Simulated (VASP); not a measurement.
# La2SiF2 (P4mm) in VASP: further runs

The runs below take La2SiF2 through single point, relaxation of cell and atoms, with PBE.

Everything below comes from runs of VASP 6.6.1. Logs are shortened: lines on timing, memory, paths and dates and some standing lists are left out, and cuts for length are marked.

### 1 The cell of the first run

It takes space group P4mm (No. 99, tetragonal). Conventional cell: a = 4.440 Å, b = 4.440 Å, c = 5.852 Å, α = 90.00°, β = 90.00°, γ = 90.00°. Within 3.4 Å of La (site symmetry 2mm) lie 2 F at 2.61 to 3.24 Å and 2 Si at 2.76 Å and 4 La at 3.14 Å. Si (site symmetry 4mm) has 4 F at 2.43 Å and 4 La at 2.76 Å within 3.2 Å. Within 3.2 Å of F (site symmetry 2mm) lie 2 Si at 2.43 Å and 1 La at 2.61 Å and 4 F at 3.14 Å.

### 2 Single point, PBE

File INCAR:

```
SYSTEM = La2SiF2
  PREC = Accurate
  ENCUT = 520
  EDIFF = 1E-7
  ISMEAR = 0
  SIGMA = 0.1
  LREAL = .False.
  LASPH = .True.
  NELM = 80
  ALGO = Normal
  ISIF = 2
  LWAVE = .False.
  LCHARG = .False.
  GGA = PE
  NBANDS = 28
```

File KPOINTS:

```
regular mesh
0
Gamma
  4 4 4
  0 0 0
```

File POSCAR:

```
La2SiF2
1.0
    4.4404512000      0.0000000000      0.0000000000
    0.0000000000      4.4404512000      0.0000000000
    0.0000000000      0.0000000000      5.8523376100
La Si F
2 1 2
Direct
    0.5000000000      0.0000000000      0.5371660400
    0.0000000000      0.5000000000      0.5371660400
    0.0000000000      0.0000000000      0.2577901700
    0.5000000000      0.0000000000      0.0907440700
    0.0000000000      0.5000000000      0.0907440700
```

Potentials or basis: VASP PAW PBE potentials, release 64 (La, Si, F).

Command:

```
cat potpaw_PBE.64/La/POTCAR potpaw_PBE.64/Si/POTCAR potpaw_PBE.64/F/POTCAR > POTCAR
mpirun -np 1 vasp_std > vasp.out
```

OUTCAR:

```text
SYSTEM = La2SiF2
   PREC = Accurate
   ENCUT = 520
   EDIFF = 1E-7
   ISMEAR = 0
   LREAL = .False.
   LASPH = .True.
   NELM = 80
   ISIF = 2
   GGA = PE

 ion  position               nearest neighbor table
   1  0.500  0.000  0.537-   4 2.61   3 2.76   3 2.76   2 3.14   2 3.14   2 3.14   2 3.14
   2  0.000  0.500  0.537-   5 2.61   3 2.76   3 2.76   1 3.14   1 3.14   1 3.14   1 3.14
   3  0.000  0.000  0.258-   4 2.43   5 2.43   5 2.43   4 2.43   2 2.76   1 2.76   1 2.76   2 2.76

   4  0.500  0.000  0.091-   3 2.43   3 2.43   1 2.61
   5  0.000  0.500  0.091-   3 2.43   3 2.43   2 2.61

  LATTYP: Found a simple tetragonal cell.
 ALAT       =     4.4404512000
 C/A-ratio  =     1.3179601231

  Lattice vectors:

 A1 = (   4.4404512000,   0.0000000000,   0.0000000000)
 A2 = (   0.0000000000,   4.4404512000,   0.0000000000)
 A3 = (   0.0000000000,   0.0000000000,   5.8523376100)

Analysis of symmetry for initial positions (statically):
=====================================================================
 Subroutine PRICEL returns:
 Original cell was already a primitive cell.

 Routine SETGRP: Setting up the symmetry group for a
 simple tetragonal supercell.

 Subroutine GETGRP returns: Found  8 space group operations
 (whereof  8 operations were pure point group operations)
 out of a pool of 16 trial point group operations.

The static configuration has the point symmetry C_4v.

Analysis of symmetry for dynamics (positions and initial velocities):
=====================================================================
 Subroutine PRICEL returns:
 Original cell was already a primitive cell.

 Routine SETGRP: Setting up the symmetry group for a
 simple tetragonal supercell.

 Subroutine GETGRP returns: Found  8 space group operations
 (whereof  8 operations were pure point group operations)
 out of a pool of 16 trial point group operations.

The dynamic configuration has the point symmetry C_4v.

 Subroutine INISYM returns: Found  8 space group operations
 (whereof  8 operations are pure point group operations),
 and found     1 'primitive' translations

----------------------------------------------------------------------------------------

                                     Primitive cell

  volume of cell :     115.3941

  direct lattice vectors                    reciprocal lattice vectors
     4.440451200  0.000000000  0.000000000     0.225202340  0.000000000  0.000000000
     0.000000000  4.440451200  0.000000000     0.000000000  0.225202340  0.000000000
     0.000000000  0.000000000  5.852337610     0.000000000  0.000000000  0.170871892

  length of vectors
     4.440451200  4.440451200  5.852337610     0.225202340  0.225202340  0.170871892

  position of ions in fractional coordinates (direct lattice)
     0.500000000  0.000000000  0.537166040
     0.000000000  0.500000000  0.537166040
     0.000000000  0.000000000  0.257790170
     0.500000000  0.000000000  0.090744070
     0.000000000  0.500000000  0.090744070

  ion indices of the primitive-cell ions
   primitive index   ion index
                 1           1
                 2           2
                 3           3
                 4           4
                 5           5

----------------------------------------------------------------------------------------

 KPOINTS: regular mesh

Automatic generation of k-mesh.
 Grid dimensions read from file:
 generate k-points for:    4    4    4

 Generating k-lattice:

  Cartesian coordinates                     Fractional coordinates (reciprocal lattice)
     0.056300585  0.000000000  0.000000000     0.250000000  0.000000000  0.000000000
     0.000000000  0.056300585  0.000000000     0.000000000  0.250000000  0.000000000
     0.000000000  0.000000000  0.042717973     0.000000000  0.000000000  0.250000000

  Length of vectors
     0.056300585  0.056300585  0.042717973

  Shift w.r.t. Gamma in fractional coordinates (k-lattice)
     0.000000000  0.000000000  0.000000000

 Subroutine IBZKPT returns following result:
 ===========================================

 Found     18 irreducible k-points:

 Following reciprocal coordinates:
            Coordinates               Weight
  0.000000  0.000000  0.000000      1.000000
  0.250000  0.000000  0.000000      4.000000
  0.500000  0.000000  0.000000      2.000000
  0.250000  0.250000  0.000000      4.000000
  0.500000  0.250000  0.000000      4.000000
  0.500000  0.500000  0.000000      1.000000
[... 10 lines left out ...]
  0.500000  0.250000  0.500000      4.000000
  0.500000  0.500000  0.500000      1.000000
   k-points           NKPTS =     18   k-points in BZ     NKDIM =     18   number of bands    NBANDS=     28
   number of dos      NEDOS =    301   number of ions     NIONS =      5
   total plane-waves  NPLWV =  62208
   dimension x,y,z NGX =    36 NGY =   36 NGZ =   48
   dimension x,y,z NGXF=    72 NGYF=   72 NGZF=   96
   ions per type =               2   1   2
   NGX,Y,Z   is equivalent  to a cutoff of  13.48, 13.48, 13.64 a.u.
   NGXF,Y,Z  is equivalent  to a cutoff of  26.96, 26.96, 27.27 a.u.
 SYSTEM =  La2SiF2
   PREC   = accura    normal or accurate (medium, high low for compatibility)
   ISTART =      0    job   : 0-new  1-cont  2-samecut
   ICHARG =      2    charge: 1-file 2-atom 10-const
   ISPIN  =      1    spin polarized calculation?
   LNONCOLLINEAR =      F non collinear calculations
   LSORBIT =      F    spin-orbit coupling
   LASPH  =      T    aspherical Exc in radial PAW
   ENCUT  =  520.0 eV  38.22 Ry    6.18 a.u.   8.26  8.26 10.88*2*pi/ulx,y,z
   NELM   =     80;   NELMIN=  2; NELMDL= -5     # of ELM steps
   EDIFF  = 0.1E-06   stopping-criterion for ELM
   LREAL  =      F    real-space projection
   EDIFFG = 0.1E-05   stopping-criterion for IOM
   NSW    =      0    number of steps for IOM
   IBRION =     -1    ionic relax: 0-MD 1-quasi-New 2-CG
   NFREE  =      0    steps in history (QN), initial steepest desc. (CG)
   ISIF   =      2    stress and relaxation
   ISYM   =      2    0-nonsym 1-usesym 2-fastsym
   POTIM  = 0.5000    time-step for ionic-motion
   TEBEG  =    0.0;   TEEND  =   0.0 temperature during run
   PSTRESS=    0.0 pullay stress
   NELECT =      40.0000    total number of electrons
   NUPDOWN=      -1.0000    fix difference up-down
   EMIN   =  10.00;   EMAX   =-10.00  energy-range for DOS
   EFERMI =   0.00;   METHOD = LEGACY
   ISMEAR =     0;   SIGMA  =   0.10  broadening in eV -4-tet -1-fermi 0-gaus
   EFERMI_NEDOS =   21; number of points for ismear=-14 and -15
   IALGO  =     38    algorithm
   IMIX   =      4    mixing-type and parameters
     AMIX     =   0.40;   BMIX     =  1.00
     AMIX_MAG =   1.60;   BMIX_MAG =  1.00
  volume/ion in A,a.u.               =      23.08       155.74
  Fermi-wavevector in a.u.,A,eV,Ry     =   1.150007  2.173197 17.993909  1.322515
  Thomas-Fermi vector in A             =   2.286673
   LORBIT       =      0    0 simple, 1 ext, 2 COOP (PROOUT), +10 PAW based schemes
   GGA     = PE    functional components
   LHFCALC =     F    Hartree Fock is set to
   AEXX    =    0.0000 exact exchange contribution
   IVDW    =     0    specifies the selected vdW correction
   LEPSILON=     F    determine dielectric tensor
   LRPA    =     F    only Hartree local field effects (RPA)
 non-spin polarized calculation
 Gauss-broadening in eV      SIGMA  =   0.10
  energy-cutoff  :      520.00
  volume of cell :      115.39
 maximum number of plane-waves:      3136
 NGX is ok and might be reduce to    36
   NGX = 17   NGY = 17   NGZ = 21

 number of electron      39.9999990 magnetization

 Free energy of the ion-electron system (eV)
  ---------------------------------------------------
  ext. energy  EPLUGINS =         0.00000000
  ---------------------------------------------------
  free energy    TOTEN  =       -22.35466086 eV

  energy without entropy =      -22.31324917  energy(sigma->0) =      -22.33395502

 E-fermi :   5.6936     XC(G=0):  -9.1084

 val. band max:        5.6722848696   @ k =   0.2500   0.0000   0.0000
 cond. band min:       5.7102323170   @ k =   0.2500   0.0000   0.2500
 fundamental gap:      0.0379474474
 Fermi energy:         5.6935747557

 k-point     1 :       0.0000    0.0000    0.0000
  band No.  band energies     occupation
      1     -26.9824      2.00000
      2     -26.1346      2.00000
      3     -17.2651      2.00000
      4     -17.0355      2.00000
      5     -11.6651      2.00000
      6     -11.6651      2.00000
[... 20 lines left out ...]
     27       8.0440      0.00000
     28       8.2570      0.00000

 k-point     2 :       0.2500    0.0000    0.0000
  band No.  band energies     occupation
      1     -26.8639      2.00000
      2     -26.2645      2.00000
      3     -17.2292      2.00000
      4     -17.0664      2.00000
      5     -11.4391      2.00000
      6     -11.3805      2.00000
[... 20 lines left out ...]
     27       8.0602      0.00000
     28       8.0624      0.00000

 k-point     3 :       0.5000    0.0000    0.0000
  band No.  band energies     occupation
      1     -26.5717      2.00000
      2     -26.5680      2.00000
      3     -17.1497      2.00000
      4     -17.1417      2.00000
      5     -10.8692      2.00000
      6     -10.6580      2.00000
[... 20 lines left out ...]
     27       7.8785      0.00000
     28       7.9222      0.00000

 k-point     4 :       0.2500    0.2500    0.0000
  band No.  band energies     occupation
      1     -26.7744      2.00000
      2     -26.3498      2.00000
      3     -17.2027      2.00000
      4     -17.0872      2.00000
      5     -11.9642      2.00000
      6     -10.9127      2.00000
[... 392 lines left out ...]
     27       7.9850      0.00000
     28       8.1040      0.00000

 k-point    17 :       0.5000    0.2500    0.5000
  band No.  band energies     occupation
      1     -26.5600      2.00000
      2     -26.5581      2.00000
      3     -17.1664      2.00000
      4     -17.1622      2.00000
      5     -11.9021      2.00000
      6     -11.6606      2.00000
[... 20 lines left out ...]
     27       8.0303      0.00000
     28       8.1720      0.00000

 k-point    18 :       0.5000    0.5000    0.5000
  band No.  band energies     occupation
      1     -26.5492      2.00000
      2     -26.5492      2.00000
      3     -17.1609      2.00000
      4     -17.1609      2.00000
      5     -12.3511      2.00000
      6     -12.0734      2.00000
[... 20 lines left out ...]
     27       8.1892      0.00000
     28       8.2300      0.00000

------------------------ aborting loop because EDIFF is reached ----------------------------------------

  FORCE on cell =-STRESS in cart. coord.  units (eV):
  Direction    XX          YY          ZZ          XY          YZ          ZX
  --------------------------------------------------------------------------------------
  -------------------------------------------------------------------------------------
  Total        9.1978116      9.1978116     -4.2826111      0.0000000      0.0000000      0.0000000
  in kB      127.7060638    127.7060638    -59.4614710      0.0000000      0.0000000      0.0000000
  external PRESSURE =      65.3168855 kB  Pullay stress =       0.0000000 kB

 VOLUME and BASIS-vectors are now :
 -----------------------------------------------------------------------------
  energy-cutoff  :      520.00
  volume of cell :      115.39
      direct lattice vectors                 reciprocal lattice vectors
     4.440451200  0.000000000  0.000000000     0.225202340  0.000000000  0.000000000
     0.000000000  4.440451200  0.000000000     0.000000000  0.225202340  0.000000000
     0.000000000  0.000000000  5.852337610     0.000000000  0.000000000  0.170871892

 POSITION                                       TOTAL-FORCE (eV/Angst)
 -----------------------------------------------------------------------------------
      2.22023      0.00000      3.14368         0.000000      0.000000      1.073520
      0.00000      2.22023      3.14368        -0.000000     -0.000000      1.073520
      0.00000      0.00000      1.50868         0.000000      0.000000     -2.338554
      2.22023      0.00000      0.53106         0.000000      0.000000      0.095757
      0.00000      2.22023      0.53106         0.000000      0.000000      0.095757
 -----------------------------------------------------------------------------------
    total drift:                                0.000000      0.000000     -0.002437

  FREE ENERGIE OF THE ION-ELECTRON SYSTEM (eV)
  ---------------------------------------------------
  free  energy   TOTEN  =       -22.3546608597 eV

  energy  without entropy=      -22.3132491713  energy(sigma->0) =      -22.33395502
```

It used 69 s of CPU time on 1 thread of Intel Xeon 6975P-C, with other jobs on the host.

What came out:

```yaml
Free_energy: -22.3547 eV
Pressure: 6.5 GPa
Largest_force: 2.339 eV/Å
Band_gap_on_the_k_mesh: zero (band 20 reaches 6.00 eV, above the bottom of band 21 at 5.27 eV)
```

Forces in eV/Å, atoms in the order of the input:
```
La   0.000  0.000  1.074
La   0.000  0.000  1.074
Si   0.000  0.000 -2.339
F    0.000  0.000  0.096
F    0.000  0.000  0.096
```

Caveat: spin-orbit coupling is left out, which moves the levels of the heavy elements; forces of over 1 eV/Å act on the atoms, so gaps and moduli don't describe the material at rest.

### 3 Relaxation of cell and atoms, PBE

File INCAR:

```
ALGO = Normal
EDIFF = 1E-7
EDIFFG = -0.04
ENCUT = 600
GGA = PE
IBRION = 2
ISIF = 3
ISMEAR = 0
LASPH = T
LCHARG = F
LREAL = F
LWAVE = F
NELM = 80
NSW = 90
PREC = Accurate
SIGMA = 0.1
```

File KPOINTS:

```
k-points
0
Gamma
  4 4 4
```

POSCAR is that of step 2.

Potentials or basis: VASP PAW PBE potentials, release 64 (La, Si, F).

Command:

```
cat potpaw_PBE.64/La/POTCAR potpaw_PBE.64/Si/POTCAR potpaw_PBE.64/F/POTCAR > POTCAR
mpirun -np 1 vasp_std > vasp.out
```

Run time: 24 min. Hardware: 1 thread of Intel Xeon 6975P-C, shared host; peak memory 0.31 GiB.

Results (log left out):

```yaml
Free_energy: -27.4045 eV
Relaxed_volume: 30.84 Å³/atom
Relaxed_cell: a = 5.778 Å, b = 5.778 Å, c = 4.619 Å, α = 90.00°, β = 90.00°, γ = 90.00°
Space_group_after_relaxing_to_0.05_Å: P4mm (No. 99)
Energy_gained_by_relaxing: 1009.1 meV/atom
Ionic_steps: 24
Pressure_after_relaxing: 0.0 GPa
Largest_force_after_relaxing: 0.034 eV/Å
Band_gap_on_the_k_mesh: zero (band 20 reaches 4.11 eV, above the bottom of band 21 at 3.74 eV)
```

Forces in eV/Å, atoms in the order of the input:
```
La   0.000  0.000  0.007
La   0.000  0.000  0.007
Si   0.000  0.000  0.034
F    0.000  0.000 -0.024
F    0.000  0.000 -0.024
```

Stress tensor (GPa, compression positive):
```
 0.02  0.00  0.00
 0.00  0.02  0.00
 0.00  0.00 -0.09
```

The path:
```
step  energy change (eV)  largest force (eV/Å)  pressure (GPa)  volume (Å³)
   1              0.0000                2.3384            6.52       115.39
   2             -1.6061                0.4412           -0.83       131.09
   3             -2.7562                0.3241           -5.19       150.12
   4             -2.1685                0.9632          -10.71       186.04
   5             -3.0205                0.3276           -6.56       158.47
   6             -3.8205                1.4283           -1.74       151.01
   7             -3.8407                1.1537           -2.81       152.07
   8             -4.0530                0.8761           -0.79       144.53
   9             -4.1181                0.6768            1.71       137.73
  10             -4.1765                0.8357            0.45       139.19
  11             -4.1784                0.8885            0.13       139.58
  12             -4.2518                1.1684            0.12       140.78
  13             -4.4918                1.2398           -0.08       144.43
  14             -4.7775                1.2094           -0.07       151.88
  15             -4.8205                1.0753           -0.32       152.62
  16             -4.9084                0.7284           -0.98       154.84
  17             -4.9397                0.2795           -2.17       159.35
  18             -4.9466                0.3736           -1.86       158.10
  19             -4.9842                0.3627           -1.16       156.24
  20             -5.0236                0.2987            0.73       151.84
  21             -5.0359                0.1819            0.55       152.42
  22             -5.0450                0.0431            0.26       153.54
  23             -5.0450                0.0338            0.27       153.49
  24             -5.0457                0.0340           -0.02       154.18
```

Final structure:
```
La Si F
1.0
     5.77755    0.00000    0.00000
     0.00000    5.77755    0.00000
     0.00000    0.00000    4.61903
La Si F
2 1 2
Direct
  0.50000 0.00000 0.52109
  0.00000 0.50000 0.52109
  0.00000 0.00000 0.43834
  0.50000 0.00000 0.01654
  0.00000 0.50000 0.01654
```

Levels at points of the mesh, in eV from the Fermi level:
| k point | band 16 | band 17 | band 18 | band 19 | band 20 | band 21 | band 22 | band 23 | band 24 |
| --- | --- | --- | --- | --- | --- | --- | --- | --- | --- |
| (0.00, 0.00, 0.00) | -5.05 | -5.04 | -1.14 | -0.16 | 0.31 | 0.31 | 0.73 | 1.93 | 1.93 |
| (0.50, 0.00, 0.00) | -5.04 | -5.04 | -1.70 | -0.27 | -0.04 | 0.26 | 0.92 | 1.47 | 1.76 |
| (0.50, 0.50, 0.00) | -5.04 | -5.04 | -2.11 | -2.11 | -0.09 | 1.24 | 1.24 | 1.25 | 1.63 |
| (0.00, 0.00, 0.50) | -5.66 | -5.66 | -0.71 | -0.58 | 0.01 | 0.51 | 0.51 | 1.73 | 1.95 |
| (0.50, 0.00, 0.50) | -5.74 | -5.64 | -1.50 | -0.56 | -0.08 | 0.45 | 1.09 | 1.63 | 1.80 |
| (0.50, 0.50, 0.50) | -5.59 | -5.09 | -1.91 | -1.91 | -0.47 | 1.42 | 1.42 | 1.67 | 1.73 |

Caveat: the volume moved by over 15 % at a fixed basis, so the end points are rough; spin-orbit coupling is left out, which moves the levels of the heavy elements.
